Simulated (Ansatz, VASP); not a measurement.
## Two plane-wave programs on Na

```xyz
1
Lattice="-2.1125 2.1125 2.1125 2.1125 -2.1125 2.1125 2.1125 2.1125 -2.1125" Properties=species:S:1:pos:R:3 pbc="T T T"
Na    0.0000    0.0000    0.0000
```

Alike in both runs: task single point; functional r2SCAN; k mesh 11 × 11 × 11; occupations gaussian, width 0.2 eV; no spin polarisation.

|  | VASP | Ansatz |
| --- | --- | --- |
| version | VASP 6.6.1 | Ansatz 0.2.0 |
| potentials or method | VASP PAW PBE potentials, release 64 (Na_pv), cutoff 520 eV | plane waves (500 eV) with PAW, scalar-relativistic |
| valence electrons in the cell | 7 | 9 |

|  | VASP | Ansatz | Ansatz less VASP |
| --- | --- | --- | --- |
| pressure (GPa) | 0.1 | 0.0 | -0.09 |

VASP's potentials were made for PBE, not for r2SCAN. VASP's potentials hold 7 valence electrons a cell and Ansatz's 9, so a difference there can come from the potentials and not from the codes.
